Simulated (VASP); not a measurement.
Input of a VASP 6.6.1 run:

INCAR

```
SYSTEM = GaN
ALGO = Normal
EDIFF = 1E-6
ENCUT = 600
GGA = PE
GGA_COMPAT = .False.
ISIF = 2
ISMEAR = 1
LASPH = .True.
LCHARG = .False.
LREAL = .False.
LWAVE = .False.
NBANDS = 16
NELM = 120
PREC = Accurate
SIGMA = 0.0933
```

The input KPOINTS:

```
k-points
0
Gamma
  8 8 8
  0 0 0
```

File POSCAR:

```
GaN
1.0
    0.0000000000      2.1085152350      2.1085152350
    2.1085152350      0.0000000000      2.1085152350
    2.1085152350      2.1085152350      0.0000000000
Ga N
1 1
Direct
    0.0000000000      0.0000000000      0.0000000000
    0.5000000000      0.5000000000      0.5000000000
```

Potentials or basis: VASP PAW PBE potentials, release 64 (Ga_d, N).

Run with:

```console
$ cat potpaw_PBE.64/Ga_d/POTCAR potpaw_PBE.64/N/POTCAR > POTCAR
$ mpirun -np 1 vasp_std > vasp.out
```

Task: Estimate the band gap on the k mesh.

Result: 0.65 eV, indirect (least direct gap 2.83 eV).

Task: What does it give for the pressure?

Result: 8.9 GPa.

A k mesh can miss the band edges. Expect the measured gap to be larger: semilocal functionals such as PBE lack the derivative discontinuity.
